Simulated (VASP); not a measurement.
# V (P6/mmm) in VASP: relaxation of cell and atoms with LDA

Aim: the relaxation of cell and atoms of V with LDA.

Everything below comes from runs of VASP 6.6.1. Logs are shortened: lines on timing, memory, paths and dates and some standing lists are left out, and cuts for length are marked.

## 1. The cell of the first run

The structure is hexagonal, space group P6/mmm (No. 191). Conventional cell: a = 3.839 Å, b = 3.839 Å, c = 2.058 Å, α = 90.00°, β = 90.00°, γ = 120.00°. V (site symmetry 6/mmm) has 14 V at 2.06 to 2.44 Å within 2.7 Å. Within 2.7 Å of V (site symmetry -6m2) lie 11 V at 2.06 to 2.44 Å.

This isn't the form of V at room conditions, which is bcc.

## 2. Relaxation of cell and atoms, LDA, target pressure 150 GPa, at which the enthalpy is minimised

INCAR

```
  PREC = Accurate
  ENCUT = 600
  EDIFF = 1E-6
  ISMEAR = -1
  SIGMA = 0.1
  LREAL = F
  LASPH = T
  NELM = 100
  ALGO = Normal
  ISIF = 3
  LWAVE = F
  LCHARG = F
  IBRION = 2
  NSW = 32
  EDIFFG = -0.005
  PSTRESS = 1500.0
```

KPOINTS

```
regular mesh
0
Gamma
  10 10 14
```

POSCAR

```
V
1.0
    3.8391341000      0.0000000000      0.0000000000
   -1.9195670500      3.3247876591      0.0000000000
    0.0000000000      0.0000000000      2.0584619162
V
3
Direct
    0.0000000000      0.0000000000      0.0000000000
    0.3333333333      0.6666666667      0.5000000000
    0.6666666667      0.3333333333      0.5000000000
```

Potentials or basis: VASP PAW LDA potentials, release 64 (V_sv).

Started as:

```sh
> cat potpaw_LDA.64/V_sv/POTCAR > POTCAR
> mpirun -np 1 vasp_std > vasp.out
```

OUTCAR:

```text
PREC = Accurate
   ENCUT = 600
   EDIFF = 1E-6
   ISMEAR = -1
   LREAL = F
   LASPH = T
   NELM = 100
   ISIF = 3
   IBRION = 2
   NSW = 32
   EDIFFG = -0.005
   PSTRESS = 1500.0

 ion  position               nearest neighbor table
   1  0.000  0.000  0.000-   2 2.44   3 2.44   2 2.44   3 2.44   2 2.44   2 2.44   3 2.44   3 2.44
                             3 2.44   3 2.44   2 2.44   2 2.44
   2  0.333  0.667  0.500-   3 2.22   3 2.22   3 2.22   1 2.44   1 2.44   1 2.44   1 2.44   1 2.44
                             1 2.44
   3  0.667  0.333  0.500-   2 2.22   2 2.22   2 2.22   1 2.44   1 2.44   1 2.44   1 2.44   1 2.44
                             1 2.44

  LATTYP: Found a hexagonal cell.
 ALAT       =     3.8391341000
 C/A-ratio  =     0.5361786962

  Lattice vectors:

 A1 = (   3.8391341000,   0.0000000000,   0.0000000000)
 A2 = (  -1.9195670500,   3.3247876591,   0.0000000000)
 A3 = (   0.0000000000,   0.0000000000,   2.0584619162)

Analysis of symmetry for initial positions (statically):
=====================================================================
 Subroutine PRICEL returns:
 Original cell was already a primitive cell.

 Routine SETGRP: Setting up the symmetry group for a
 hexagonal supercell.

 Subroutine GETGRP returns: Found 24 space group operations
 (whereof 24 operations were pure point group operations)
 out of a pool of 24 trial point group operations.

The static configuration has the point symmetry D_6h.

Analysis of symmetry for dynamics (positions and initial velocities):
=====================================================================
 Subroutine PRICEL returns:
 Original cell was already a primitive cell.

 Routine SETGRP: Setting up the symmetry group for a
 hexagonal supercell.

 Subroutine GETGRP returns: Found 24 space group operations
 (whereof 24 operations were pure point group operations)
 out of a pool of 24 trial point group operations.

The dynamic configuration has the point symmetry D_6h.

 Subroutine INISYM returns: Found 24 space group operations
 (whereof 24 operations are pure point group operations),
 and found     1 'primitive' translations

----------------------------------------------------------------------------------------

                                     Primitive cell

  volume of cell :      26.2748

  direct lattice vectors                    reciprocal lattice vectors
     3.839134100  0.000000000  0.000000000     0.260475403  0.150385544  0.000000000
    -1.919567050  3.324787659  0.000000000     0.000000000  0.300771088  0.000000000
     0.000000000  0.000000000  2.058461916     0.000000000  0.000000000  0.485799612

  length of vectors
     3.839134100  3.839134100  2.058461916     0.300771088  0.300771088  0.485799612

  position of ions in fractional coordinates (direct lattice)
     0.000000000  0.000000000  0.000000000
     0.333333333  0.666666667  0.500000000
     0.666666667  0.333333333  0.500000000

  ion indices of the primitive-cell ions
   primitive index   ion index
                 1           1
                 2           2
                 3           3

----------------------------------------------------------------------------------------

 KPOINTS: regular mesh

Automatic generation of k-mesh.
 Grid dimensions read from file:
 generate k-points for:   10   10   14

 Generating k-lattice:

  Cartesian coordinates                     Fractional coordinates (reciprocal lattice)
     0.026047540  0.015038554  0.000000000     0.100000000  0.000000000  0.000000000
     0.000000000  0.030077109  0.000000000     0.000000000  0.100000000  0.000000000
     0.000000000  0.000000000  0.034699972     0.000000000  0.000000000  0.071428571

  Length of vectors
     0.030077109  0.030077109  0.034699972

  Shift w.r.t. Gamma in fractional coordinates (k-lattice)
     0.000000000  0.000000000  0.000000000

 Subroutine IBZKPT returns following result:
 ===========================================

 Found    112 irreducible k-points:

 Following reciprocal coordinates:
            Coordinates               Weight
  0.000000  0.000000  0.000000      1.000000
  0.100000  0.000000  0.000000      6.000000
  0.200000  0.000000  0.000000      6.000000
  0.300000  0.000000  0.000000      6.000000
  0.400000  0.000000  0.000000      6.000000
  0.500000  0.000000  0.000000      3.000000
[... 16 lines left out ...]
  0.300000  0.100000  0.071429     24.000000
  0.400000  0.100000  0.071429     24.000000
 [... further k-points ...]
   k-points           NKPTS =    112   k-points in BZ     NKDIM =    112   number of bands    NBANDS=     23
   number of dos      NEDOS =    301   number of ions     NIONS =      3
   total plane-waves  NPLWV =  16384
   dimension x,y,z NGX =    32 NGY =   32 NGZ =   16
   dimension x,y,z NGXF=    64 NGYF=   64 NGZF=   32
   ions per type =               3
   NGX,Y,Z   is equivalent  to a cutoff of  13.86, 13.86, 12.92 a.u.
   NGXF,Y,Z  is equivalent  to a cutoff of  27.71, 27.71, 25.84 a.u.
 SYSTEM =  unknown system
   PREC   = accura    normal or accurate (medium, high low for compatibility)
   ISTART =      0    job   : 0-new  1-cont  2-samecut
   ICHARG =      2    charge: 1-file 2-atom 10-const
   ISPIN  =      1    spin polarized calculation?
   LNONCOLLINEAR =      F non collinear calculations
   LSORBIT =      F    spin-orbit coupling
   LASPH  =      T    aspherical Exc in radial PAW
   ENCUT  =  600.0 eV  44.10 Ry    6.64 a.u.   7.67  7.67  4.11*2*pi/ulx,y,z
   NELM   =    100;   NELMIN=  2; NELMDL= -5     # of ELM steps
   EDIFF  = 0.1E-05   stopping-criterion for ELM
   LREAL  =      F    real-space projection
   EDIFFG = -.5E-02   stopping-criterion for IOM
   NSW    =     32    number of steps for IOM
   IBRION =      2    ionic relax: 0-MD 1-quasi-New 2-CG
   NFREE  =      1    steps in history (QN), initial steepest desc. (CG)
   ISIF   =      3    stress and relaxation
   ISYM   =      2    0-nonsym 1-usesym 2-fastsym
   POTIM  = 0.5000    time-step for ionic-motion
   TEBEG  =    0.0;   TEEND  =   0.0 temperature during run
   PSTRESS= 1500.0 pullay stress
   NELECT =      39.0000    total number of electrons
   NUPDOWN=      -1.0000    fix difference up-down
   EMIN   =  10.00;   EMAX   =-10.00  energy-range for DOS
   EFERMI =   0.00;   METHOD = LEGACY
   ISMEAR =    -1;   SIGMA  =   0.10  broadening in eV -4-tet -1-fermi 0-gaus
   EFERMI_NEDOS =   21; number of points for ismear=-14 and -15
   IALGO  =     38    algorithm
   IMIX   =      4    mixing-type and parameters
     AMIX     =   0.40;   BMIX     =  1.00
     AMIX_MAG =   1.60;   BMIX_MAG =  1.00
  volume/ion in A,a.u.               =       8.76        59.10
  Fermi-wavevector in a.u.,A,eV,Ry     =   1.867453  3.528975 47.448697  3.487381
  Thomas-Fermi vector in A             =   2.913927
   LORBIT       =      0    0 simple, 1 ext, 2 COOP (PROOUT), +10 PAW based schemes
   GGA     = CA    functional components
   LHFCALC =     F    Hartree Fock is set to
   AEXX    =    0.0000 exact exchange contribution
   IVDW    =     0    specifies the selected vdW correction
   LEPSILON=     F    determine dielectric tensor
   LRPA    =     F    only Hartree local field effects (RPA)
 conjugate gradient relaxation of ions
 non-spin polarized calculation
  energy-cutoff  :      600.00
  volume of cell :       26.27
 maximum number of plane-waves:       908
 NGX is ok and might be reduce to    32
   NGX = 15   NGY = 15   NGZ =  9

--------------------------------------- Ionic step        1  -------------------------------------------

 number of electron      39.0000003 magnetization

 Free energy of the ion-electron system (eV)
  ---------------------------------------------------
  ext. energy  EPLUGINS =         0.00000000
  ---------------------------------------------------
  free energy    TOTEN  =       -25.18303188 eV

  energy without entropy =      -25.11312123  energy(sigma->0) =      -25.14807656

------------------------ aborting loop because EDIFF is reached ----------------------------------------

  FORCE on cell =-STRESS in cart. coord.  units (eV):
  Direction    XX          YY          ZZ          XY          YZ          ZX
  --------------------------------------------------------------------------------------
  -------------------------------------------------------------------------------------
  Total       25.1345259     25.1345259     26.1187360      0.0000000      0.0000000      0.0000000
  in kB     1532.6438531   1532.6438531   1592.6586524      0.0000000      0.0000000      0.0000000
  external PRESSURE =      52.6487862 kB  Pullay stress =    1500.0000000 kB
[... 96 lines left out ...]
  FREE ENERGIE OF THE ION-ELECTRON SYSTEM (eV)
  ---------------------------------------------------
  free  energy   TOTEN  =       -25.4043634218 eV

  energy  without entropy=      -25.3339913707  energy(sigma->0) =      -25.36917740

  enthalpy is  TOTEN    =        -0.5886261748 eV   P V=       24.8157372470

[... ionic steps 4 to 8 ...]

--------------------------------------- Ionic step        9  -------------------------------------------

 number of electron      39.0000013 magnetization

------------------------ aborting loop because EDIFF is reached ----------------------------------------

  FORCE on cell =-STRESS in cart. coord.  units (eV):
  Direction    XX          YY          ZZ          XY          YZ          ZX
  --------------------------------------------------------------------------------------
  -------------------------------------------------------------------------------------
  Total       24.7968315     24.7968315     24.7858247      0.0000000      0.0000000      0.0000000
  in kB     1501.6247837   1501.6247836   1500.9582445      0.0000000      0.0000000      0.0000000
  external PRESSURE =       1.4026039 kB  Pullay stress =    1500.0000000 kB
[... 63 lines left out ...]
  enthalpy is  TOTEN    =        -0.5896122285 eV   P V=       24.7915638054

--------------------------------------- Ionic step       11  -------------------------------------------

 number of electron      39.0000013 magnetization

 Free energy of the ion-electron system (eV)
  ---------------------------------------------------
  ext. energy  EPLUGINS =         0.00000000
  ---------------------------------------------------
  free energy    TOTEN  =       -25.36511454 eV

  energy without entropy =      -25.29502666  energy(sigma->0) =      -25.33007060

 E-fermi :  16.1412     XC(G=0): -15.7133

 val. band max:       16.1243930541   @ k =   0.4000   0.0000   0.1429
 cond. band min:      16.1609163297   @ k =   0.4000   0.0000   0.2143
 fundamental gap:      0.0365232756
 Fermi energy:        16.1412301304

 k-point     1 :       0.0000    0.0000    0.0000
  band No.  band energies     occupation
      1     -47.3323      2.00000
      2     -46.4656      2.00000
      3     -46.3585      2.00000
      4     -21.9151      2.00000
      5     -21.9151      2.00000
      6     -21.5294      2.00000
[... 613 lines left out ...]
     22      18.6070      0.00000
     23      19.0929      0.00000

 [... further k-points ...]

------------------------ aborting loop because EDIFF is reached ----------------------------------------

  FORCE on cell =-STRESS in cart. coord.  units (eV):
  Direction    XX          YY          ZZ          XY          YZ          ZX
  --------------------------------------------------------------------------------------
  -------------------------------------------------------------------------------------
  Total       24.7751050     24.7751050     24.7645234      0.0000000     -0.0000000      0.0000000
  in kB     1499.9774178   1499.9774178   1499.3367633      0.0000000     -0.0000000      0.0000000
  external PRESSURE =      -0.2361337 kB  Pullay stress =    1500.0000000 kB
[... 18 lines left out ...]
  FREE ENERGIE OF THE ION-ELECTRON SYSTEM (eV)
  ---------------------------------------------------
  free  energy   TOTEN  =       -25.3651145403 eV

  energy  without entropy=      -25.2950266584  energy(sigma->0) =      -25.33007060

  enthalpy is  TOTEN    =        -0.5896365034 eV   P V=       24.7754780370

 reached required accuracy - stopping structural energy minimisation
```

Run time: 4.8 min. Hardware: 1 thread of Intel Xeon Platinum 8259CL at 2.50GHz (Skylake/Cascade Lake), shared host; peak memory 0.19 GiB.

What came out:

```
Free energy                                                : -25.3651 eV
Relaxed volume                                             : 8.82 Å³/atom
Relaxed cell                                               : a = 3.837 Å, b = 3.837 Å, c = 2.075 Å, α = 90.00°, β = 90.00°, γ = 120.00°
Space group after relaxing (to 0.1 Å)                      : P6/mmm (No. 191)
Energy change on relaxing (the run minimises the enthalpy) : -60.7 meV/atom
Ionic steps                                                : 11
Pressure after relaxing                                    : 150.0 GPa
Band gap on the k mesh                                     : zero (an odd number of electrons rules out a gap without spin polarisation)
```

The path:
| step | energy change (eV) | largest force (eV/Å) | pressure (GPa) | volume (Å³) |
| --- | --- | --- | --- | --- |
| 1 | 0.0000 | 0.0000 | 155.26 | 26.27 |
| 2 | -0.9746 | 0.0000 | 127.67 | 27.38 |
| 3 | -0.2213 | 0.0000 | 148.99 | 26.51 |
| 4 | -0.2151 | 0.0000 | 149.20 | 26.50 |
| 5 | -0.1529 | 0.0000 | 150.68 | 26.43 |
| 6 | -0.1781 | 0.0000 | 150.09 | 26.46 |
| 7 | -0.1774 | 0.0000 | 150.15 | 26.46 |
| 8 | -0.1687 | 0.0000 | 150.32 | 26.45 |
| 9 | -0.1766 | 0.0000 | 150.14 | 26.46 |
| 10 | -0.1981 | 0.0000 | 149.56 | 26.48 |
| 11 | -0.1821 | 0.0000 | 149.98 | 26.46 |

Final structure:
```
V
1.0
     3.83742    0.00000    0.00000
    -1.91871    3.32330    0.00000
     0.00000    0.00000    2.07506
V
3
Direct
  0.00000 0.00000 0.00000
  0.33333 0.66667 0.50000
  0.66667 0.33333 0.50000
```

Caveat: the cell is relaxed towards a set pressure, so the run minimises the enthalpy, not the energy; atoms lie so close that the PAW spheres overlap strongly, which falsifies energies and pressures.

The gap in the log of VASP goes by the Fermi energy; the results here count the filled bands.